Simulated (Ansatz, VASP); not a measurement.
## Bi4O: VASP beside Ansatz

The input INCAR:

```
SYSTEM = Bi4O
PREC     = Accurate       ! precision mode
ENCUT    = 520            ! plane-wave cutoff, eV
EDIFF    = 1E-6           ! SCF threshold, eV
ISMEAR   = 0              ! smearing method
SIGMA    = 0.1            ! smearing width, eV
LREAL    = .FALSE.        ! projectors in reciprocal space
LASPH    = .TRUE.         ! aspherical terms in the spheres
NELM     = 100            ! most SCF steps
ALGO     = Normal         ! electronic algorithm
ISIF     = 2              ! what is computed and relaxed
LWAVE    = .FALSE.        ! write WAVECAR
LCHARG   = .FALSE.        ! write CHGCAR
GGA      = PE             ! functional
NBANDS   = 41             ! bands
```

KPOINTS

```
regular mesh
0
G
  4 4 4
  0 0 0
```

The input POSCAR:

```
Bi4O
1.0
    5.0721979200      0.0000000000      0.0000000000
    0.0000000000      5.0721979200      0.0000000000
    0.0000000000      0.0000000000      5.0721979200
Bi O
4 1
Direct
    0.5000000000      0.0000000000      0.0000000000
    0.0000000000      0.5000000000      0.0000000000
    0.0000000000      0.0000000000      0.5000000000
    0.5000000000      0.5000000000      0.5000000000
    0.0000000000      0.0000000000      0.0000000000
```

Input for Ansatz:

```yaml
crystal:
  lattice:
    - [5.07219792, 0.0, 0.0]
    - [0.0, 5.07219792, 0.0]
    - [0.0, 0.0, 5.07219792]
  atoms:
    - { symbol: Bi, position: [0.5, 0.0, 0.0] }
    - { symbol: Bi, position: [0.0, 0.5, 0.0] }
    - { symbol: Bi, position: [0.0, 0.0, 0.5] }
    - { symbol: Bi, position: [0.5, 0.5, 0.5] }
    - { symbol: O, position: [0.0, 0.0, 0.0] }
basis:
  ecutwfc: 420
kpoints:
  mp_grid: { grid: [4, 4, 4] }
hamiltonian:
  xc: pbe
scf:
  occupations: { method: gaussian, width: 0.1 }
  lower_state_search: "off"
output:
  forces: true
  stress: true
  eigenvalues: true
```

Change from the starting cell: species swapped into the Co4N type (Pm-3m, No. 221).

Alike in both runs: task single point; functional PBE; k mesh 4 × 4 × 4; occupations gaussian, width 0.1 eV; no spin polarisation.

|  | VASP | Ansatz |
| --- | --- | --- |
| version | VASP 6.6.1 | Ansatz 0.2.0 |
| potentials or method | VASP PAW PBE potentials, release 64 (Bi_d, O), cutoff 520 eV | scalar-relativistic, plane waves, PAW |
| valence electrons in the cell | 66 | 66 |

Ansatz gave:

- gap on the k mesh at the Fermi level (eV): none
- pressure (GPa): 0.7

Problem. What did VASP give for the same quantities?

Solution. gap on the k mesh at the Fermi level (eV): none; pressure (GPa): 0.6.

A gap of «none» marks a metal or a gap that the smearing closes.

Spin-orbit coupling is off throughout.
